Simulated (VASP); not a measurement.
# AlN (P6_3mc) in VASP: further runs

The runs below take AlN through single point, with PBE.

Program: VASP 6.6.1. These are calculated values, not measurements. Logs are shortened: lines on timing, memory, paths and dates and some standing lists are left out, and cuts for length are marked.

## 1. The cell of the first run

Symmetry: P6_3mc, No. 186, hexagonal system. Conventional cell: a = 3.107 Å, b = 3.107 Å, c = 4.979 Å, α = 90.00°, β = 90.00°, γ = 120.00°. Within 2.5 Å of Al (site symmetry 3m) lie 4 N at 1.89 to 1.90 Å. N (site symmetry 3m) has 4 Al at 1.89 to 1.90 Å within 2.5 Å.

## 2. Single point, PBE

Input file INCAR:

```
ALGO = Normal ; EDIFF = 1E-7
ENCUT = 520 ; GGA = PE
ISIF = 2 ; ISMEAR = 0
LASPH = True ; LCHARG = False
LREAL = False ; LWAVE = False
NBANDS = 16 ; NELM = 80
PREC = Accurate ; SIGMA = 0.01
```

Input file KPOINTS:

```
k-points
0
Gamma
  6 6 2
```

Input file POSCAR:

```
AlN
1.0
    3.1066939250      0.0000000000      0.0000000000
   -1.5533469625      2.6904758608      0.0000000000
    0.0000000000      0.0000000000      4.9785898263
Al N
2 2
Direct
    0.6666666667      0.3333333333      0.4992046637
    0.3333333333      0.6666666667      0.9992046637
    0.6666666667      0.3333333333      0.8807953363
    0.3333333333      0.6666666667      0.3807953363
```

Potentials or basis: VASP PAW PBE potentials, release 64 (Al, N).

Started as:

```bash
> cat potpaw_PBE.64/Al/POTCAR potpaw_PBE.64/N/POTCAR > POTCAR
> mpirun -np 1 vasp_std > vasp.out
```

OUTCAR:

```text
EDIFF = 1E-7
   ENCUT = 520
   GGA = PE
   ISIF = 2
   ISMEAR = 0
   LASPH = True
   LREAL = False
   NELM = 80
   PREC = Accurate

 ion  position               nearest neighbor table
   1  0.667  0.333  0.499-   4 1.89   4 1.89   4 1.89   3 1.90   2 3.07   2 3.07   2 3.07   2 3.07
                             2 3.07   2 3.07
   2  0.333  0.667  0.999-   3 1.89   3 1.89   3 1.89   4 1.90   1 3.07   1 3.07   1 3.07   1 3.07
                             1 3.07   1 3.07
   3  0.667  0.333  0.881-   2 1.89   2 1.89   2 1.89   1 1.90
   4  0.333  0.667  0.381-   1 1.89   1 1.89   1 1.89   2 1.90

  LATTYP: Found a hexagonal cell.
 ALAT       =     3.1066939250
 C/A-ratio  =     1.6025363124

  Lattice vectors:

 A1 = (   3.1066939250,   0.0000000000,   0.0000000000)
 A2 = (  -1.5533469625,   2.6904758608,   0.0000000000)
 A3 = (   0.0000000000,   0.0000000000,   4.9785898263)

Analysis of symmetry for initial positions (statically):
=====================================================================
 Subroutine PRICEL returns:
 Original cell was already a primitive cell.

 Routine SETGRP: Setting up the symmetry group for a
 hexagonal supercell.

 Subroutine GETGRP returns: Found 12 space group operations
 (whereof  6 operations were pure point group operations)
 out of a pool of 24 trial point group operations.

The static configuration has the point symmetry C_3v.
 The point group associated with its full space group is C_6v.

Analysis of symmetry for dynamics (positions and initial velocities):
=====================================================================
 Subroutine PRICEL returns:
 Original cell was already a primitive cell.

 Routine SETGRP: Setting up the symmetry group for a
 hexagonal supercell.

 Subroutine GETGRP returns: Found 12 space group operations
 (whereof  6 operations were pure point group operations)
 out of a pool of 24 trial point group operations.

The dynamic configuration has the point symmetry C_3v.
 The point group associated with its full space group is C_6v.

 Subroutine INISYM returns: Found 12 space group operations
 (whereof  6 operations are pure point group operations),
 and found     1 'primitive' translations

----------------------------------------------------------------------------------------

                                     Primitive cell

  volume of cell :      41.6135

  direct lattice vectors                    reciprocal lattice vectors
     3.106693925  0.000000000  0.000000000     0.321885588  0.185840731  0.000000000
    -1.553346963  2.690475861  0.000000000     0.000000000  0.371681461  0.000000000
     0.000000000  0.000000000  4.978589826     0.000000000  0.000000000  0.200860090

  length of vectors
     3.106693925  3.106693925  4.978589826     0.371681461  0.371681461  0.200860090

  position of ions in fractional coordinates (direct lattice)
     0.666666667  0.333333333  0.499204664
     0.333333333  0.666666667  0.999204664
     0.666666667  0.333333333  0.880795336
     0.333333333  0.666666667  0.380795336

  ion indices of the primitive-cell ions
   primitive index   ion index
                 1           1
                 2           2
                 3           3
                 4           4

----------------------------------------------------------------------------------------

 KPOINTS: k-points

Automatic generation of k-mesh.
 Grid dimensions read from file:
 generate k-points for:    6    6    2

 Generating k-lattice:

  Cartesian coordinates                     Fractional coordinates (reciprocal lattice)
     0.053647598  0.030973455  0.000000000     0.166666667  0.000000000  0.000000000
     0.000000000  0.061946910  0.000000000     0.000000000  0.166666667  0.000000000
     0.000000000  0.000000000  0.100430045     0.000000000  0.000000000  0.500000000

  Length of vectors
     0.061946910  0.061946910  0.100430045

  Shift w.r.t. Gamma in fractional coordinates (k-lattice)
     0.000000000  0.000000000  0.000000000

 Subroutine IBZKPT returns following result:
 ===========================================

 Found     14 irreducible k-points:

 Following reciprocal coordinates:
            Coordinates               Weight
  0.000000  0.000000  0.000000      1.000000
  0.166667  0.000000  0.000000      6.000000
  0.333333 -0.000000  0.000000      6.000000
  0.500000  0.000000  0.000000      3.000000
  0.166667  0.166667  0.000000      6.000000
  0.333333  0.166667  0.000000     12.000000
  0.333333  0.333333  0.000000      2.000000
  0.000000  0.000000  0.500000      1.000000
  0.166667  0.000000  0.500000      6.000000
  0.333333 -0.000000  0.500000      6.000000
  0.500000  0.000000  0.500000      3.000000
  0.166667  0.166667  0.500000      6.000000
  0.333333  0.166667  0.500000     12.000000
  0.333333  0.333333  0.500000      2.000000
   k-points           NKPTS =     14   k-points in BZ     NKDIM =     14   number of bands    NBANDS=     16
   number of dos      NEDOS =    301   number of ions     NIONS =      4
   total plane-waves  NPLWV =  23040
   dimension x,y,z NGX =    24 NGY =   24 NGZ =   40
   dimension x,y,z NGXF=    48 NGYF=   48 NGZF=   80
   ions per type =               2   2
   NGX,Y,Z   is equivalent  to a cutoff of  12.84, 12.84, 13.36 a.u.
   NGXF,Y,Z  is equivalent  to a cutoff of  25.69, 25.69, 26.71 a.u.
 SYSTEM =  unknown system
   PREC   = accura    normal or accurate (medium, high low for compatibility)
   ISTART =      0    job   : 0-new  1-cont  2-samecut
   ICHARG =      2    charge: 1-file 2-atom 10-const
   ISPIN  =      1    spin polarized calculation?
   LNONCOLLINEAR =      F non collinear calculations
   LSORBIT =      F    spin-orbit coupling
   LASPH  =      T    aspherical Exc in radial PAW
   ENCUT  =  520.0 eV  38.22 Ry    6.18 a.u.   5.78  5.78  9.26*2*pi/ulx,y,z
   NELM   =     80;   NELMIN=  2; NELMDL= -5     # of ELM steps
   EDIFF  = 0.1E-06   stopping-criterion for ELM
   LREAL  =      F    real-space projection
   EDIFFG = 0.1E-05   stopping-criterion for IOM
   NSW    =      0    number of steps for IOM
   IBRION =     -1    ionic relax: 0-MD 1-quasi-New 2-CG
   NFREE  =      0    steps in history (QN), initial steepest desc. (CG)
   ISIF   =      2    stress and relaxation
   ISYM   =      2    0-nonsym 1-usesym 2-fastsym
   POTIM  = 0.5000    time-step for ionic-motion
   TEBEG  =    0.0;   TEEND  =   0.0 temperature during run
   PSTRESS=    0.0 pullay stress
   NELECT =      16.0000    total number of electrons
   NUPDOWN=      -1.0000    fix difference up-down
   EMIN   =  10.00;   EMAX   =-10.00  energy-range for DOS
   EFERMI =   0.00;   METHOD = LEGACY
   ISMEAR =     0;   SIGMA  =   0.01  broadening in eV -4-tet -1-fermi 0-gaus
   EFERMI_NEDOS =   21; number of points for ismear=-14 and -15
   IALGO  =     38    algorithm
   IMIX   =      4    mixing-type and parameters
     AMIX     =   0.40;   BMIX     =  1.00
     AMIX_MAG =   1.60;   BMIX_MAG =  1.00
  volume/ion in A,a.u.               =      10.40        70.21
  Fermi-wavevector in a.u.,A,eV,Ry     =   1.190429  2.249585 19.281106  1.417121
  Thomas-Fermi vector in A             =   2.326514
   LORBIT       =      0    0 simple, 1 ext, 2 COOP (PROOUT), +10 PAW based schemes
   GGA     = PE    functional components
   LHFCALC =     F    Hartree Fock is set to
   AEXX    =    0.0000 exact exchange contribution
   IVDW    =     0    specifies the selected vdW correction
   LEPSILON=     F    determine dielectric tensor
   LRPA    =     F    only Hartree local field effects (RPA)
 non-spin polarized calculation
 Gauss-broadening in eV      SIGMA  =   0.01
  energy-cutoff  :      520.00
  volume of cell :       41.61
 maximum number of plane-waves:      1152
 NGX is ok and might be reduce to    24
   NGX = 11   NGY = 11   NGZ = 19

 number of electron      15.9999996 magnetization

 Free energy of the ion-electron system (eV)
  ---------------------------------------------------
  ext. energy  EPLUGINS =         0.00000000
  ---------------------------------------------------
  free energy    TOTEN  =       -29.76644226 eV

  energy without entropy =      -29.76644226  energy(sigma->0) =      -29.76644226

 E-fermi :   6.2294     XC(G=0): -10.9266

 val. band max:        6.1862257068   @ k =   0.0000   0.0000   0.0000
 cond. band min:      10.4296522156   @ k =   0.0000   0.0000   0.0000
 fundamental gap:      4.2434265088
 Fermi energy:         6.2294065746

 k-point     1 :       0.0000    0.0000    0.0000
  band No.  band energies     occupation
      1      -9.0205      2.00000
      2      -6.8657      2.00000
      3       0.1768      2.00000
      4       5.3272      2.00000
      5       5.3272      2.00000
      6       5.9762      2.00000
[... 8 lines left out ...]
     15      19.3683      0.00000
     16      19.3683      0.00000

 k-point     2 :       0.1667    0.0000    0.0000
  band No.  band energies     occupation
      1      -8.6721      2.00000
      2      -6.6766      2.00000
      3       0.5944      2.00000
      4       3.9059      2.00000
      5       4.6883      2.00000
      6       4.9347      2.00000
[... 8 lines left out ...]
     15      18.5795      0.00000
     16      19.0132      0.00000

 k-point     3 :       0.3333   -0.0000    0.0000
  band No.  band energies     occupation
      1      -7.7722      2.00000
      2      -6.3407      2.00000
      3       1.6745      2.00000
      4       1.7510      2.00000
      5       2.8590      2.00000
      6       4.3442      2.00000
[... 8 lines left out ...]
     15      18.3146      0.00000
     16      20.6296      0.00000
[... 172 lines left out ...]
 k-point    13 :       0.3333    0.1667    0.5000
  band No.  band energies     occupation
      1      -6.6892      2.00000
      2      -6.6892      2.00000
      3       1.0223      2.00000
      4       1.0223      2.00000
      5       3.5561      2.00000
      6       3.5561      2.00000
[... 8 lines left out ...]
     15      19.6832      0.00000
     16      19.6832      0.00000

 k-point    14 :       0.3333    0.3333    0.5000
  band No.  band energies     occupation
      1      -6.4624      2.00000
      2      -6.4624      2.00000
      3       1.3450      2.00000
      4       1.3450      2.00000
      5       2.3149      2.00000
      6       2.3149      2.00000
[... 8 lines left out ...]
     15      20.0379      0.00000
     16      20.0379      0.00000

------------------------ aborting loop because EDIFF is reached ----------------------------------------

  FORCE on cell =-STRESS in cart. coord.  units (eV):
  Direction    XX          YY          ZZ          XY          YZ          ZX
  --------------------------------------------------------------------------------------
  -------------------------------------------------------------------------------------
  Total        1.1419881      1.1419881      1.1112987      0.0000000     -0.0000000      0.0000000
  in kB       43.9681547     43.9681547     42.7865683      0.0000000     -0.0000000      0.0000000
  external PRESSURE =      43.5742925 kB  Pullay stress =       0.0000000 kB

 VOLUME and BASIS-vectors are now :
 -----------------------------------------------------------------------------
  energy-cutoff  :      520.00
  volume of cell :       41.61
      direct lattice vectors                 reciprocal lattice vectors
     3.106693925  0.000000000  0.000000000     0.321885588  0.185840731  0.000000000
    -1.553346963  2.690475861  0.000000000     0.000000000  0.371681461  0.000000000
     0.000000000  0.000000000  4.978589826     0.000000000  0.000000000  0.200860090

 POSITION                                       TOTAL-FORCE (eV/Angst)
 -----------------------------------------------------------------------------------
      1.55335      0.89683      2.48534        -0.000000      0.000000     -0.010835
     -0.00000      1.79365      4.97463         0.000000     -0.000000     -0.010835
      1.55335      0.89683      4.38512        -0.000000     -0.000000      0.010835
     -0.00000      1.79365      1.89582         0.000000      0.000000      0.010835
 -----------------------------------------------------------------------------------
    total drift:                               -0.000000      0.000000     -0.000959

  FREE ENERGIE OF THE ION-ELECTRON SYSTEM (eV)
  ---------------------------------------------------
  free  energy   TOTEN  =       -29.7664422575 eV

  energy  without entropy=      -29.7664422575  energy(sigma->0) =      -29.76644226
```

Wall time 5 s (1 thread of Intel Xeon 6975P-C, shared host); peak memory 0.15 GiB.

What came out:

```
Free energy            : -29.7664 eV
Pressure               : 4.4 GPa
Largest force          : 0.011 eV/Å
Band gap on the k mesh : 4.24 eV, direct
```

Forces in eV/Å, atoms in the order of the input:
```
Al   0.000  0.000 -0.011
Al   0.000  0.000 -0.011
N    0.000  0.000  0.011
N    0.000  0.000  0.011
```

Caveat: the k points lie up to 0.63 Å⁻¹ apart. Expect the measured gap to be larger: semilocal functionals such as PBE lack the derivative discontinuity.

## 3. Single point, PBE (volume changed by +5%)

Input file INCAR:

```
PREC = Accurate ; ENCUT = 520
EDIFF = 1E-6 ; ISMEAR = 0
SIGMA = 0.01 ; LREAL = False
LASPH = True ; NELM = 80
ALGO = Normal ; ISIF = 2
LWAVE = False ; LCHARG = True
GGA = PE ; LELF = True
LVHAR = True ; NBANDS = 16
```

Input file KPOINTS:

```
regular mesh
0
Gamma
  6 6 2
```

Input file POSCAR:

```
AlN
1.0
    3.1576323871      0.0000000000      0.0000000000
   -1.5788161936      2.7345898630      0.0000000000
    0.0000000000      0.0000000000      5.0602205615
Al N
2 2
Direct
    0.6666666667      0.3333333333      0.4992046637
    0.3333333333      0.6666666667      0.9992046637
    0.6666666667      0.3333333333      0.8807953363
    0.3333333333      0.6666666667      0.3807953363
```

Potentials or basis: VASP PAW PBE potentials, release 64 (Al, N).

Started as:

```bash
> cat potpaw_PBE.64/Al/POTCAR potpaw_PBE.64/N/POTCAR > POTCAR
> mpirun -np 1 vasp_std > vasp.out
```

It took 6.1 s on 1 thread of Intel Xeon 6975P-C, shared host; peak memory 0.15 GiB.

Results (log left out):

```yaml
Free_energy: -29.7604 eV
Pressure: -5.0 GPa
Largest_force: 0.008 eV/Å
Band_gap_on_the_k_mesh: 3.82 eV, direct
```

Forces on the atoms (eV/Å):
```
Al   0.000  0.000  0.008
Al   0.000  0.000  0.008
N    0.000  0.000 -0.008
N    0.000  0.000 -0.008
```

Stress tensor (GPa, compression positive):
```
-5.20  0.00  0.00
 0.00 -5.20  0.00
 0.00  0.00 -4.71
```

Levels at points of the mesh, in eV from the valence-band top:
| k point | band 5 | band 6 | band 7 | band 8 | band 9 | band 10 | band 11 | band 12 |
| --- | --- | --- | --- | --- | --- | --- | --- | --- |
| (0.00, 0.00, 0.00) | -0.84 | -0.20 | -0.20 | 0.00 | 3.82 | 6.28 | 10.25 | 10.83 |
| (0.50, 0.00, 0.00) | -3.24 | -2.02 | -1.71 | -0.68 | 5.67 | 5.70 | 7.80 | 9.95 |
| (0.00, 0.00, 0.50) | -0.53 | -0.53 | -0.53 | -0.53 | 6.09 | 6.09 | 9.96 | 9.96 |
| (0.50, 0.00, 0.50) | -1.42 | -1.42 | -1.32 | -1.32 | 5.16 | 5.16 | 8.98 | 8.98 |

Caveat: the k points lie up to 0.62 Å⁻¹ apart.

## 4. Single point, PBE (volume changed by +10%)

Input file INCAR:

```
PREC = Accurate ; ENCUT = 520
EDIFF = 1E-7 ; ISMEAR = 0
SIGMA = 0.01 ; LREAL = F
LASPH = T ; NELM = 100
ALGO = Normal ; ISIF = 2
LWAVE = F ; LCHARG = F
GGA = PE ; NBANDS = 16
```

Input file KPOINTS:

```
Automatic mesh
0
Gamma
  6 6 2
```

Input file POSCAR:

```
AlN
1.0
    3.2069783636      0.0000000000      0.0000000000
   -1.6034891818      2.7773247322      0.0000000000
    0.0000000000      0.0000000000      5.1392992807
Al N
2 2
Direct
    0.6666666667      0.3333333333      0.4992046637
    0.3333333333      0.6666666667      0.9992046637
    0.6666666667      0.3333333333      0.8807953363
    0.3333333333      0.6666666667      0.3807953363
```

Started as:

```bash
> cat potpaw_PBE.64/Al/POTCAR potpaw_PBE.64/N/POTCAR > POTCAR
> mpirun -np 1 vasp_std > vasp.out
```

It took 4.5 s on 1 thread of Intel Xeon 6975P-C, shared host; peak memory 0.15 GiB.

Results (log left out):

```
Free energy            : -29.6459 eV
Pressure               : -12.4 GPa
Largest force          : 0.024 eV/Å
Band gap on the k mesh : 3.42 eV, direct
```

Forces in eV/Å, atoms in the order of the input:
```
Al   0.000  0.000  0.024
Al   0.000  0.000  0.024
N    0.000  0.000 -0.024
N    0.000  0.000 -0.024
```

Stress tensor (GPa, compression positive):
```
-12.75   0.00   0.00
  0.00 -12.75   0.00
  0.00   0.00 -11.80
```

Levels at points of the mesh, in eV from the valence-band top:
```tsv
k point	band 4	band 5	band 6	band 7	band 8	band 9	band 10	band 11	band 12	band 13
(0.00, 0.00, 0.00)	-0.82	-0.82	-0.19	-0.19	0.00	3.42	5.89	9.89	10.50	10.50
(0.50, 0.00, 0.00)	-3.97	-3.13	-1.96	-1.64	-0.66	5.51	5.60	7.40	9.61	10.39
(0.00, 0.00, 0.50)	-3.19	-0.51	-0.51	-0.51	-0.51	5.70	5.70	9.59	9.59	10.81
(0.50, 0.00, 0.50)	-5.26	-1.38	-1.38	-1.28	-1.28	4.99	4.99	8.68	8.68	10.80
```

Caveat: the k points lie up to 0.61 Å⁻¹ apart.

## 5. The runs side by side

```tsv
cell	gap on the mesh (eV)	pressure (GPa)	largest force (eV/Å)
a = 3.107, b = 3.107, c = 4.979 Å, angles 90.0, 90.0, 120.0°, 4 atoms	4.24	4.4	0.01
a = 3.158, b = 3.158, c = 5.060 Å, angles 90.0, 90.0, 120.0°, 4 atoms	3.82	-5.0	0.01
a = 3.207, b = 3.207, c = 5.139 Å, angles 90.0, 90.0, 120.0°, 4 atoms	3.42	-12.4	0.02
```

Alike in all rows: task single point; level PBE; potentials or basis VASP PAW PBE potentials, release 64 (Al, N); no spin polarisation; k mesh 6 × 6 × 2; cutoff (eV) 520; smearing gaussian 0.01 eV.

Caveats: all runs use coarse meshes.

Absolute energies hang on the potentials; compare differences alone.
